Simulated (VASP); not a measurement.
The system is GaSb.

```xyz
2
Lattice="0.0000 3.0793 3.0793 3.0793 0.0000 3.0793 3.0793 3.0793 0.0000" Properties=species:S:1:pos:R:3 pbc="T T T"
Sb    4.6189    4.6189    4.6189
Ga    0.0000    0.0000    0.0000
```

Base run:

* Program: VASP 6.6.1
* Functional: b88 exchange, pbe correlation
* Potentials or basis: VASP PAW PBE potentials, release 64 (Sb, Ga_d)
* Cutoff: 500 eV
* k mesh: 8 × 8 × 8
* Occupations: fermi-dirac, width 0.05 eV
* Spin: no spin polarisation

Its results: band gap on the k mesh zero (filled and empty bands touch); pressure 1.2 GPa.

After a change of settings the same cell gave: band gap on the k mesh 0.30 eV; pressure -1.3 GPa. Which change was it?
A. functional from b88 exchange, pbe correlation to PBE-based screened hybrid with 25 % exact exchange; cutoff from 500 eV to 520 eV; k mesh from 8 × 8 × 8 to 4 × 4 × 4
B. functional from b88 exchange, pbe correlation to r2SCAN; cutoff from 500 eV to 520 eV; dispersion from none to D4
C. functional from b88 exchange, pbe correlation to B3LYP; cutoff from 500 eV to 520 eV; k mesh from 8 × 8 × 8 to 4 × 4 × 4

B.

Caveats: the PAW data sets were made with another functional, which shifts forces and pressure a little; spin-orbit coupling is left out, which moves the levels of the heavy elements; semilocal functionals underestimate gaps, so a narrow gap can read as zero (at least some runs).
